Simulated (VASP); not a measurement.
Runs of VASP 6.6.1 on Rh. The structure is that of space group Fm-3m (No. 225), or close to it. The cells are those of the table. 

| task | cell | k mesh | cutoff (eV) | gap on the mesh (eV) | pressure (GPa) | moment (μB) |
| --- | --- | --- | --- | --- | --- | --- |
| single point | a = 2.725 Å, angles 60.0°, 1 atom | 14 × 14 × 14 | 520 | none | 0.1 | 0.00 |
| single point | a = 2.688 Å, angles 60.0°, 1 atom | 23 × 23 × 23 | 520 | none | 10.9 | 0.00 |
| single point | a = 2.612 Å, angles 60.0°, 1 atom | 23 × 23 × 23 | 520 | none | (a) | 0.00 |
| single point | a = 2.651 Å, angles 60.0°, 1 atom | 23 × 23 × 23 | 520 | none | 24.8 | 0.00 |
| relaxation of cell and atoms | relaxed from a = 2.689 Å, angles 60.0°, 1 atom | 14 × 14 × 14 | 600 | none | 0.0 | 0.00 |

Alike in all rows: level RPBE; potentials or basis VASP PAW PBE potentials, release 64 (Rh_pv); spin collinear, ferromagnetic start; smearing fermi-dirac 0.05 eV.

Q: Estimate the missing entries.

A: (a) 42.5.

Caveats: the PAW data sets were made with another functional, which shifts forces and pressure a little; the cell stands under pressure (at least some runs); an empty level that is flat over the whole mesh can mark a ghost state of the potentials, or a narrow d or f band (at least some runs).

A k mesh can miss the band edges, and the runs leave out spin-orbit coupling on Rh.

A gap of «none» marks levels without a gap at the run's occupations.
